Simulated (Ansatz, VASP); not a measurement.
Ga2O3: VASP beside Ansatz

File INCAR:

```
ALGO = Normal
EDIFF = 1E-7
ENCUT = 520
GGA = PE
ISIF = 2
ISMEAR = 0
LASPH = T
LCHARG = F
LREAL = F
LWAVE = F
NBANDS = 55
NELM = 60
PREC = Accurate
SIGMA = 0.05
```

File KPOINTS:

```
k-points
0
Gamma
  6 6 6
```

Contents of POSCAR:

```
Ga2O3
1.0
    2.5287245564      1.4599598033      4.5410352127
   -2.5287245564      1.4599598033      4.5410352127
    0.0000000000     -2.9199196066      4.5410352127
Ga O
4 6
Direct
    0.3448580487      0.3448580487      0.3448580487
    0.1551419513      0.1551419513      0.1551419513
    0.6331205409      0.6331205409      0.6331205409
    0.8668794591      0.8668794591      0.8668794591
    0.5505588890      0.9494411110      0.2500000000
    0.2500000000      0.5505588890      0.9494411110
    0.9494411110      0.2500000000      0.5505588890
    0.4442122226      0.0557877774      0.7500000000
    0.7500000000      0.4442122226      0.0557877774
    0.0557877774      0.7500000000      0.4442122226
```

Input for Ansatz:

```yaml
crystal:
  lattice:
    - [2.5287245564, 1.4599598033, 4.5410352127]
    - [-2.5287245564, 1.4599598033, 4.5410352127]
    - [0.0, -2.9199196066, 4.5410352127]
  atoms:
    - { symbol: Ga, position: [0.3448580487, 0.3448580487, 0.3448580487] }
    - { symbol: Ga, position: [0.1551419513, 0.1551419513, 0.1551419513] }
    - { symbol: Ga, position: [0.6331205409, 0.6331205409, 0.6331205409] }
    - { symbol: Ga, position: [0.8668794591, 0.8668794591, 0.8668794591] }
    - { symbol: O, position: [0.550558889, 0.949441111, 0.25] }
    - { symbol: O, position: [0.25, 0.550558889, 0.949441111] }
    - { symbol: O, position: [0.949441111, 0.25, 0.550558889] }
    - { symbol: O, position: [0.4442122226, 0.0557877774, 0.75] }
    - { symbol: O, position: [0.75, 0.4442122226, 0.0557877774] }
    - { symbol: O, position: [0.0557877774, 0.75, 0.4442122226] }
basis:
  ecutwfc: 420
kpoints:
  mp_grid: { grid: [6, 6, 6] }
hamiltonian:
  xc: pbe
scf:
  occupations: { method: gaussian, width: 0.05 }
output:
  forces: true
  stress: true
  eigenvalues: true
```

Change from the starting cell: mode 17 (318.2 1/cm) frozen in, largest displacement +0.150 Å.

Alike in both runs: task single point; functional PBE; k mesh 6 × 6 × 6; occupations gaussian, width 0.05 eV; no spin polarisation.

|  | VASP | Ansatz |
| --- | --- | --- |
| version | VASP 6.6.1 | Ansatz 0.2.0 |
| potentials or method | VASP PAW PBE potentials, release 64 (Ga_d, O), cutoff 520 eV | scalar-relativistic, plane waves, PAW |
| valence electrons in the cell | 88 | 88 |

```tsv
	VASP	Ansatz	Ansatz less VASP
gap on the k mesh at the Fermi level (eV)	1.46	1.48	+0.022
least direct gap on the mesh (eV)	1.48	1.50	+0.022
pressure (GPa)	3.8	2.9	-0.91
traceless stress, the component that is largest in VASP (GPa)	-2.42	-2.31	+0.111
rms of the force components (eV/Å)	1.468	1.450	-0.0173
```

Atom by atom the forces differ by 0.019 eV/Å (rms over components).
